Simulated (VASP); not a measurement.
Set up this calculation in VASP 6.6.1, as the native input.

| Item | Value |
| --- | --- |
| Task | single point |
| Functional | r2SCAN |
| Potentials or basis | VASP PAW PBE potentials, release 64 (Mo_sv) |
| Cutoff | 520 eV |
| k mesh | 14 × 14 × 13 |
| Occupations | fermi-dirac, width 0.1 eV |
| Spin | no spin polarisation |
| Dipole correction | no |
| Further INCAR settings | ALGO = Normal; EDIFF = 1e-07; NBANDS = 13 |

Crystal: Mo.

```xyz
1
Lattice="2.7355 0.0000 0.0000 -1.3678 2.3690 0.0000 0.0000 0.0000 2.5552" Properties=species:S:1:pos:R:3 pbc="T T T"
Mo    0.0000    0.0000    1.2776
```

The input as run:

POSCAR

```
Mo
1.0
    2.7355104000      0.0000000000      0.0000000000
   -1.3677552000      2.3690215000      0.0000000000
    0.0000000000      0.0000000000      2.5551807000
Mo
1
Direct
    0.0000000000      0.0000000000      0.5000000000
```

INCAR.step1

```
PREC     = Accurate       # precision mode
ENCUT    = 520            # plane-wave cutoff, eV
ISMEAR   = -1             # smearing method
SIGMA    = 0.1            # smearing width, eV
LREAL    = F              # projectors in reciprocal space
LASPH    = T              # aspherical terms in the spheres
NELM     = 80             # most SCF steps
NBANDS   = 13             # bands
GGA      = PE             # functional
ALGO     = Normal         # electronic algorithm
EDIFF    = 1E-4           # SCF threshold, eV
LWAVE    = T              # write WAVECAR
LCHARG   = F              # write CHGCAR
```

INCAR.step2

```
PREC     = Accurate       # precision mode
ENCUT    = 520            # plane-wave cutoff, eV
EDIFF    = 1E-7           # SCF threshold, eV
ISMEAR   = -1             # smearing method
SIGMA    = 0.1            # smearing width, eV
LREAL    = F              # projectors in reciprocal space
LASPH    = T              # aspherical terms in the spheres
NELM     = 80             # most SCF steps
ALGO     = Normal         # electronic algorithm
ISIF     = 2              # what is computed and relaxed
LWAVE    = F              # write WAVECAR
LCHARG   = T              # write CHGCAR
METAGGA  = R2SCAN         # meta-GGA
LMIXTAU  = T            
LELF     = T              # ELF
LVHAR    = T            
NBANDS   = 13             # bands
ISTART   = 1
```

KPOINTS

```
Automatic mesh
0
Gamma
  14 14 13
```

Potentials or basis: VASP PAW PBE potentials, release 64 (Mo_sv).

Run with:

```console
$ cat potpaw_PBE.64/Mo_sv/POTCAR > POTCAR
$ cp INCAR.step1 INCAR
$ mpirun -np 1 vasp_std > vasp.out
$ cp INCAR.step2 INCAR
$ mpirun -np 1 vasp_std > vasp.out
```

It gave:

| Item | Value |
| --- | --- |
| Pressure | 1.9 GPa |
| Band gap on the k mesh | zero (band 7 reaches 12.53 eV, above the bottom of band 8 at 10.61 eV) |

Caveat: the PAW data sets were made with another functional, which shifts forces and pressure a little.

Wall time 4.7 min on 1 thread of AMD EPYC 7571, on a shared host, peak memory 0.12 GiB.
